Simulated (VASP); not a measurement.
# PtSe2 (P-3m1) in VASP: further runs, part 2 of 2

VASP 6.6.1. Earlier steps stand in the parts before.

## 3. Single point, r2SCAN (strain -2.0%)

POSCAR reads:

```
PtSe2
1.0
    3.6540773592      0.0000000000      0.0000000000
   -1.8270386796      3.1645238204      0.0000000000
    0.0000000000      0.0000000000      5.1716134674
Pt Se
1 2
Direct
    0.0000000000      0.0000000000      0.0000000000
    0.3333333333      0.6666666667      0.2571695964
    0.6666666667      0.3333333333      0.7428304036
```

INCAR.step1 reads:

```
SYSTEM = PtSe2
ALGO = Normal ; EDIFF = 1E-4
ENCUT = 520 ; GGA = PE
ISMEAR = -1 ; LASPH = .True.
LCHARG = .False. ; LREAL = .False.
LWAVE = .True. ; NBANDS = 18
NELM = 60 ; PREC = Accurate
SIGMA = 0.02
```

INCAR.step2 reads:

```
SYSTEM = PtSe2
ALGO = Normal ; EDIFF = 1E-7
ENCUT = 520 ; ISIF = 2
ISMEAR = -1 ; ISTART = 1
LASPH = .True. ; LCHARG = .False.
LMIXTAU = .True. ; LREAL = .False.
LWAVE = .False. ; METAGGA = R2SCAN
NBANDS = 18 ; NELM = 60
PREC = Accurate ; SIGMA = 0.02
```

KPOINTS reads:

```
k-points
0
Gamma
  12 12 6
  0 0 0
```

Potentials or basis: VASP PAW PBE potentials, release 64 (Pt, Se).

Launch:

```
$ cat potpaw_PBE.64/Pt/POTCAR potpaw_PBE.64/Se/POTCAR > POTCAR
$ cp INCAR.step1 INCAR
$ mpirun -np 1 vasp_std > vasp.out
$ cp INCAR.step2 INCAR
$ mpirun -np 1 vasp_std > vasp.out
```

OUTCAR:

```text
SYSTEM = PtSe2
   EDIFF = 1E-7
   ENCUT = 520
   ISIF = 2
   ISMEAR = -1
   ISTART = 1
   LASPH = .True.
   LREAL = .False.
   METAGGA = R2SCAN
   NELM = 60
   PREC = Accurate

 ion  position               nearest neighbor table
   1  0.000  0.000  0.000-   2 2.49   3 2.49   2 2.49   3 2.49   3 2.49   2 2.49
   2  0.333  0.667  0.257-   1 2.49   1 2.49   1 2.49
   3  0.667  0.333  0.743-   1 2.49   1 2.49   1 2.49

  LATTYP: Found a hexagonal cell.
 ALAT       =     3.6540773592
 C/A-ratio  =     1.4152993927

  Lattice vectors:

 A1 = (   3.6540773592,   0.0000000000,   0.0000000000)
 A2 = (  -1.8270386796,   3.1645238204,   0.0000000000)
 A3 = (   0.0000000000,   0.0000000000,   5.1716134674)

Analysis of symmetry for initial positions (statically):
=====================================================================
 Subroutine PRICEL returns:
 Original cell was already a primitive cell.

 Routine SETGRP: Setting up the symmetry group for a
 hexagonal supercell.

 Subroutine GETGRP returns: Found 12 space group operations
 (whereof 12 operations were pure point group operations)
 out of a pool of 24 trial point group operations.

[... 162 lines left out ...]

 E-fermi :   6.6065     XC(G=0): -11.3688

 val. band max:        6.5928005370   @ k =   0.0833   0.0000   0.0000
 cond. band min:       6.6723503792   @ k =   0.0000   0.2500   0.3333
 fundamental gap:      0.0795498422
 Fermi energy:         6.6065165452

 k-point     1 :       0.0000    0.0000    0.0000
  band No.  band energies     occupation
      1      -9.8343      2.00000
      2      -7.0197      2.00000
      3      -1.1651      2.00000
      4      -0.0943      2.00000
      5      -0.0943      2.00000
      6       2.2589      2.00000
[... 481 lines left out ...]
      5       0.2998      2.00000
      6       1.6377      2.00000
[... 10 lines left out ...]
     17      15.5641      0.00000
     18      15.9927      0.00000

 [... further k-points ...]

------------------------ aborting loop because EDIFF is reached ----------------------------------------

  FORCE on cell =-STRESS in cart. coord.  units (eV):
  Direction    XX          YY          ZZ          XY          YZ          ZX
  --------------------------------------------------------------------------------------
  -------------------------------------------------------------------------------------
  Total        2.8493423      2.8493423      1.3593985     -0.0000000      0.0000000      0.0000000
  in kB       76.3383991     76.3383991     36.4204415     -0.0000000      0.0000000      0.0000000
  external PRESSURE =      63.0324132 kB  Pullay stress =       0.0000000 kB

 VOLUME and BASIS-vectors are now :
 -----------------------------------------------------------------------------
  energy-cutoff  :      520.00
  volume of cell :       59.80
      direct lattice vectors                 reciprocal lattice vectors
     3.654077359  0.000000000  0.000000000     0.273666894  0.158001655  0.000000000
    -1.827038680  3.164523820  0.000000000     0.000000000  0.316003309  0.000000000
     0.000000000  0.000000000  5.171613467     0.000000000  0.000000000  0.193363252

 POSITION                                       TOTAL-FORCE (eV/Angst)
 -----------------------------------------------------------------------------------
      0.00000      0.00000      0.00000        -0.000000      0.000000      0.000000
     -0.00000      2.10968      1.32998         0.000000      0.000000     -0.016029
      1.82704      1.05484      3.84163        -0.000000     -0.000000      0.016029
 -----------------------------------------------------------------------------------
    total drift:                                0.000000     -0.000000     -0.000000

  FREE ENERGIE OF THE ION-ELECTRON SYSTEM (eV)
  ---------------------------------------------------
  free  energy   TOTEN  =       -81.3821534333 eV

  energy  without entropy=      -81.3817073802  energy(sigma->0) =      -81.38193041
```

OUTCAR.step1:

```text
SYSTEM = PtSe2
   EDIFF = 1E-4
   ENCUT = 520
   GGA = PE
   ISMEAR = -1
   LASPH = .True.
[... 728 lines left out ...]
      0.00000      0.00000      0.00000         0.000000      0.000000     -0.000000
     -0.00000      2.10968      1.32998         0.000000      0.000000      0.242687
      1.82704      1.05484      3.84163        -0.000000      0.000000     -0.242687
 -----------------------------------------------------------------------------------
    total drift:                                0.000000     -0.000000     -0.000000

  FREE ENERGIE OF THE ION-ELECTRON SYSTEM (eV)
  ---------------------------------------------------
  free  energy   TOTEN  =       -14.1284938796 eV

  energy  without entropy=      -14.1271538773  energy(sigma->0) =      -14.12782388
```

OSZICAR.step1:

```text
N       E                     dE             d eps       ncg     rms          rms(c)
DAV:   1     0.110671157602E+03    0.11067E+03   -0.10058E+04  3640   0.108E+03
DAV:   2    -0.978709671172E+01   -0.12046E+03   -0.11643E+03  4412   0.212E+02
DAV:   3    -0.148700586761E+02   -0.50830E+01   -0.50338E+01  4318   0.434E+01
DAV:   4    -0.149096435669E+02   -0.39585E-01   -0.39564E-01  4404   0.416E+00
DAV:   5    -0.149100426527E+02   -0.39909E-03   -0.39908E-03  4416   0.413E-01    0.133E+01
DAV:   6    -0.143279750866E+02    0.58207E+00   -0.37612E+00  3754   0.183E+01    0.800E+00
DAV:   7    -0.141491531736E+02    0.17882E+00   -0.74623E-01  3692   0.869E+00    0.401E+00
DAV:   8    -0.141296695185E+02    0.19484E-01   -0.44040E-02  4050   0.170E+00    0.819E-01
DAV:   9    -0.141283250562E+02    0.13445E-02   -0.58125E-03  4072   0.718E-01    0.170E-01
DAV:  10    -0.141285042018E+02   -0.17915E-03   -0.98486E-04  4240   0.231E-01    0.535E-02
DAV:  11    -0.141284938796E+02    0.10322E-04   -0.71725E-05  2120   0.837E-02
   1 F= -.14128494E+02 E0= -.14127824E+02  d E =-.134000E-02
```

It took 7.1 min on 1 thread of Intel Xeon Platinum 8259CL at 2.50GHz (Skylake/Cascade Lake), shared host; peak memory 0.26 GiB.

What came out:

```yaml
Free_energy: -81.3822 eV
Pressure: 6.3 GPa
Largest_force: 0.016 eV/Å
Band_gap_on_the_k_mesh: zero (band 11 reaches 6.89 eV, above the bottom of band 12 at 6.59 eV)
```

Forces on the atoms (eV/Å):
```
Pt   0.000  0.000  0.000
Se   0.000  0.000 -0.016
Se   0.000  0.000  0.016
```

Stress tensor (GPa, compression positive):
```
7.63 0.00 0.00
0.00 7.63 0.00
0.00 0.00 3.64
```

Caveat: the cell differs from its parent crystal (strain -2.0%); the PAW data sets were made with another functional, which shifts forces and pressure a little; spin-orbit coupling is left out, which moves the levels of the heavy elements.

## 4. Single point, r2SCAN (strain -1.5%)

POSCAR reads:

```
PtSe2
1.0
    3.6727206110      0.0000000000      0.0000000000
   -1.8363603055      3.1806693501      0.0000000000
    0.0000000000      0.0000000000      5.1979992504
Pt Se
1 2
Direct
    0.0000000000      0.0000000000      0.0000000000
    0.3333333333      0.6666666667      0.2544279849
    0.6666666667      0.3333333333      0.7455720151
```

INCAR.step1 reads:

```
PREC = Accurate
ENCUT = 520
ISMEAR = -1
SIGMA = 0.02
LREAL = F
LASPH = T
NELM = 100
NBANDS = 18
GGA = PE
ALGO = Normal
EDIFF = 1E-4
LWAVE = T
LCHARG = F
```

INCAR.step2 reads:

```
PREC = Accurate
ENCUT = 520
EDIFF = 1E-7
ISMEAR = -1
SIGMA = 0.02
LREAL = F
LASPH = T
NELM = 100
ALGO = Normal
ISIF = 2
LWAVE = F
LCHARG = F
METAGGA = R2SCAN
LMIXTAU = T
NBANDS = 18
ISTART = 1
```

KPOINTS reads:

```
regular mesh
0
Gamma
  12 12 6
```

Launch:

```
$ cat potpaw_PBE.64/Pt/POTCAR potpaw_PBE.64/Se/POTCAR > POTCAR
$ cp INCAR.step1 INCAR
$ mpirun -np 1 vasp_std > vasp.out
$ cp INCAR.step2 INCAR
$ mpirun -np 1 vasp_std > vasp.out
```

It took 7.8 min on 1 thread of Intel Xeon Platinum 8259CL at 2.50GHz (Skylake/Cascade Lake), shared host; peak memory 0.26 GiB.

It converged, with:

```yaml
Free_energy: -81.4151 eV
Pressure: 4.9 GPa
Largest_force: 0.018 eV/Å
Band_gap_on_the_k_mesh: zero (band 11 reaches 6.64 eV, above the bottom of band 12 at 6.42 eV)
```

Forces on the atoms (eV/Å):
```
Pt   0.000  0.000  0.000
Se   0.000  0.000 -0.018
Se   0.000  0.000  0.018
```

Stress tensor (GPa, compression positive):
```
5.93 0.00 0.00
0.00 5.93 0.00
0.00 0.00 2.98
```

Levels at points of the mesh, in eV from the Fermi level:
| k point | band 8 | band 9 | band 10 | band 11 | band 12 | band 13 | band 14 | band 15 |
| --- | --- | --- | --- | --- | --- | --- | --- | --- |
| (0.00, 0.00, 0.00) | -3.00 | -1.12 | -1.12 | 0.23 | 1.47 | 1.47 | 4.17 | 4.80 |
| (0.50, 0.00, 0.00) | -3.73 | -3.64 | -3.56 | -3.18 | 0.68 | 2.30 | 5.10 | 6.15 |
| (0.00, 0.00, 0.50) | -3.25 | -1.91 | -1.56 | -1.56 | 2.30 | 2.30 | 5.23 | 6.85 |
| (0.50, 0.00, 0.50) | -3.73 | -3.42 | -2.86 | -1.67 | 0.96 | 1.72 | 4.59 | 5.04 |

Caveat: the cell differs from its parent crystal (strain -1.5%); the PAW data sets were made with another functional, which shifts forces and pressure a little; spin-orbit coupling is left out, which moves the levels of the heavy elements.

## 5. Single point, r2SCAN

This run uses another cell than the first one, of 21.18 Å³/atom, 1.046 times its volume.

POSCAR reads:

```
PtSe2
1.0
    3.7286503665      0.0000000000      0.0000000000
   -1.8643251832      3.2291059392      0.0000000000
    0.0000000000      0.0000000000      5.2771565994
Pt Se
1 2
Direct
    0.0000000000      0.0000000000      0.0000000000
    0.3333333333      0.6666666667      0.2462188979
    0.6666666667      0.3333333333      0.7537811021
```

INCAR.step1 reads:

```
SYSTEM = PtSe2
PREC = Accurate
ENCUT = 520
ISMEAR = -1
SIGMA = 0.02
LREAL = .False.
LASPH = .True.
NELM = 80
NBANDS = 18
GGA = PE
ALGO = Normal
EDIFF = 1E-4
LWAVE = .True.
LCHARG = .False.
```

INCAR.step2 reads:

```
SYSTEM = PtSe2
PREC = Accurate
ENCUT = 520
EDIFF = 1E-6
ISMEAR = -1
SIGMA = 0.02
LREAL = .False.
LASPH = .True.
NELM = 80
ALGO = Normal
ISIF = 2
LWAVE = .False.
LCHARG = .False.
METAGGA = R2SCAN
LMIXTAU = .True.
NBANDS = 18
ISTART = 1
```

KPOINTS reads:

```
Automatic mesh
0
Gamma
  12 12 6
  0 0 0
```

Launch:

```
$ cat potpaw_PBE.64/Pt/POTCAR potpaw_PBE.64/Se/POTCAR > POTCAR
$ cp INCAR.step1 INCAR
$ mpirun -np 1 vasp_std > vasp.out
$ cp INCAR.step2 INCAR
$ mpirun -np 1 vasp_std > vasp.out
```

It took 6.5 min on 1 thread of Intel Xeon Platinum 8259CL at 2.50GHz (Skylake/Cascade Lake), shared host; peak memory 0.26 GiB.

Results (log left out):

```yaml
Free_energy: -81.4720 eV
Pressure: 1.4 GPa
Largest_force: 0.019 eV/Å
Band_gap_on_the_k_mesh: zero (band 11 reaches 5.95 eV, above the bottom of band 12 at 5.89 eV)
```

Forces on the atoms (eV/Å):
```
Pt   0.000  0.000  0.000
Se   0.000  0.000 -0.019
Se   0.000  0.000  0.019
```

Levels at points of the mesh, in eV from the Fermi level:
```csv
k point,band 9,band 10,band 11,band 12,band 13,band 14
"(0.00, 0.00, 0.00)",-1.19,-1.19,0.09,1.53,1.53,4.22
"(0.50, 0.00, 0.00)",-3.60,-3.51,-3.14,0.74,2.18,4.84
"(0.00, 0.00, 0.50)",-1.92,-1.53,-1.53,2.19,2.19,5.14
"(0.50, 0.00, 0.50)",-3.40,-2.95,-1.67,1.08,1.55,4.48
```

Caveat: the PAW data sets were made with another functional, which shifts forces and pressure a little; spin-orbit coupling is left out, which moves the levels of the heavy elements.

## 6. Single point, r2SCAN (uniaxial z strain +0.5%)

POSCAR reads:

```
PtSe2
1.0
    3.7286503665      0.0000000000      0.0000000000
   -1.8643251832      3.2291059392      0.0000000000
    0.0000000000      0.0000000000      5.3035423824
Pt Se
1 2
Direct
    0.0000000000      0.0000000000      0.0000000000
    0.3333333333      0.6666666667      0.2451003628
    0.6666666667      0.3333333333      0.7548996372
```

INCAR.step1 reads:

```
  PREC = Accurate
  ENCUT = 520
  ISMEAR = -1
  SIGMA = 0.02
  LREAL = False
  LASPH = True
  NELM = 100
  NBANDS = 18
  GGA = PE
  ALGO = Normal
  EDIFF = 1E-4
  LWAVE = True
  LCHARG = False
```

INCAR.step2 reads:

```
  PREC = Accurate
  ENCUT = 520
  EDIFF = 1E-6
  ISMEAR = -1
  SIGMA = 0.02
  LREAL = False
  LASPH = True
  NELM = 100
  ALGO = Normal
  ISIF = 2
  LWAVE = False
  LCHARG = False
  METAGGA = R2SCAN
  LMIXTAU = True
  NBANDS = 18
  ISTART = 1
```

KPOINTS reads:

```
regular mesh
0
Gamma
  12 12 6
```

Potentials or basis: VASP PAW PBE potentials, release 64 (Pt, Se).

Launch:

```
$ cat potpaw_PBE.64/Pt/POTCAR potpaw_PBE.64/Se/POTCAR > POTCAR
$ cp INCAR.step1 INCAR
$ mpirun -np 1 vasp_std > vasp.out
$ cp INCAR.step2 INCAR
$ mpirun -np 1 vasp_std > vasp.out
```

Wall time 6.7 min (1 thread of Intel Xeon Platinum 8259CL at 2.50GHz (Skylake/Cascade Lake), shared host); peak memory 0.26 GiB.

Results (log left out):

```
Free energy            : -81.4750 eV
Pressure               : 1.3 GPa
Largest force          : 0.018 eV/Å
Band gap on the k mesh : zero (band 11 reaches 5.85 eV, above the bottom of band 12 at 5.83 eV)
```

Forces on the atoms (eV/Å):
```
Pt   0.000  0.000  0.000
Se   0.000  0.000 -0.018
Se   0.000  0.000  0.018
```

Levels at points of the mesh, in eV from the Fermi level:
```tsv
k point	band 9	band 10	band 11	band 12	band 13	band 14
(0.00, 0.00, 0.00)	-1.18	-1.18	0.06	1.56	1.56	4.25
(0.50, 0.00, 0.00)	-3.59	-3.48	-3.13	0.76	2.17	4.82
(0.00, 0.00, 0.50)	-1.92	-1.50	-1.50	2.19	2.19	5.14
(0.50, 0.00, 0.50)	-3.39	-2.95	-1.68	1.11	1.56	4.46
```

Caveat: the cell differs from its parent crystal (uniaxial z strain +0.5%); the PAW data sets were made with another functional, which shifts forces and pressure a little; spin-orbit coupling is left out, which moves the levels of the heavy elements.

## 7. Summary

```tsv
level	cell	gap on the mesh (eV)	pressure (GPa)	largest force (eV/Å)
PBE	a = 3.673, b = 3.673, c = 5.198 Å, angles 90.0, 90.0, 120.0°, 3 atoms	none	7.2	0.22
r2SCAN	a = 3.654, b = 3.654, c = 5.172 Å, angles 90.0, 90.0, 120.0°, 3 atoms	none	6.3	0.02
r2SCAN	a = 3.673, b = 3.673, c = 5.198 Å, angles 90.0, 90.0, 120.0°, 3 atoms	none	4.9	0.02
r2SCAN	a = 3.729, b = 3.729, c = 5.277 Å, angles 90.0, 90.0, 120.0°, 3 atoms	none	1.4	0.02
r2SCAN	a = 3.729, b = 3.729, c = 5.304 Å, angles 90.0, 90.0, 120.0°, 3 atoms	none	1.3	0.02
```

Alike in all rows: task single point; potentials or basis VASP PAW PBE potentials, release 64 (Pt, Se); no spin polarisation; k mesh 12 × 12 × 6; cutoff (eV) 520; smearing fermi-dirac 0.02 eV.

Caveats: spin-orbit coupling is left out, which moves the levels of the heavy elements; the PAW data sets were made with another functional, which shifts forces and pressure a little (some runs).

Total energies depend on the potentials used, so only differences within one code and one set of settings carry meaning.
